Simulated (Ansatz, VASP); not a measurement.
# Pt in VASP and in Ansatz

INCAR

```
SYSTEM = Pt
PREC     = Accurate       ! precision mode
ENCUT    = 520            ! plane-wave cutoff, eV
EDIFF    = 1E-7           ! SCF threshold, eV
ISMEAR   = 0              ! smearing method
SIGMA    = 0.15           ! smearing width, eV
LREAL    = .FALSE.        ! projectors in reciprocal space
LASPH    = .TRUE.         ! aspherical terms in the spheres
NELM     = 100            ! most SCF steps
ALGO     = Normal         ! electronic algorithm
ISIF     = 2              ! what is computed and relaxed
LWAVE    = .FALSE.        ! write WAVECAR
LCHARG   = .FALSE.        ! write CHGCAR
GGA      = PE             ! functional
NBANDS   = 11             ! bands
```

KPOINTS

```
regular mesh
0
G
  20 20 20
  0 0 0
```

The input POSCAR:

```
Pt
1.0
    0.0992482356      2.0345888293      2.0345888293
    2.0345888293      0.0992482356      2.0345888293
    2.0345888293      2.0345888293      0.0992482356
Pt
1
Direct
    0.0000000000      0.0000000000      0.0000000000
```

Input for Ansatz:

```yaml
crystal:
  lattice:
    - [0.0992482356, 2.0345888293, 2.0345888293]
    - [2.0345888293, 0.0992482356, 2.0345888293]
    - [2.0345888293, 2.0345888293, 0.0992482356]
  atoms:
    - { symbol: Pt, position: [0.0, 0.0, 0.0] }
basis:
  ecutwfc: 420
kpoints:
  mp_grid: { grid: [20, 20, 20] }
hamiltonian:
  xc: pbe
  pseudopotentials: { kind: paw, azcp: { folder: soft_1 } }
scf:
  occupations: { method: gaussian, width: 0.15 }
output:
  forces: true
  stress: true
  eigenvalues: true
```

Change from the starting cell: equal engineering shear yz, xz and xy +0.0500, equal normal strain along x, y and z +0.0000.

Alike in both runs: task single point; functional PBE; k mesh 20 × 20 × 20; occupations gaussian, width 0.15 eV; no spin polarisation.

|  | VASP | Ansatz |
| --- | --- | --- |
| version | VASP 6.6.1 | Ansatz 0.2.0 |
| potentials or method | VASP PAW PBE potentials, release 64 (Pt), cutoff 520 eV | scalar-relativistic, plane waves, PAW |
| valence electrons in the cell | 10 | 18 |

```tsv
	VASP	Ansatz	Ansatz less VASP
gap on the k mesh at the Fermi level (eV)	none	none	-
pressure (GPa)	1.6	2.1	+0.47
traceless stress, the component that is largest in VASP (GPa)	-3.68	-3.67	+0.006
```

A gap of «none» marks a metal or a gap that the smearing closes. VASP's potentials hold 10 valence electrons a cell and Ansatz's 18, so a difference there can come from the potentials and not from the codes.

Neither program's run includes spin-orbit coupling.
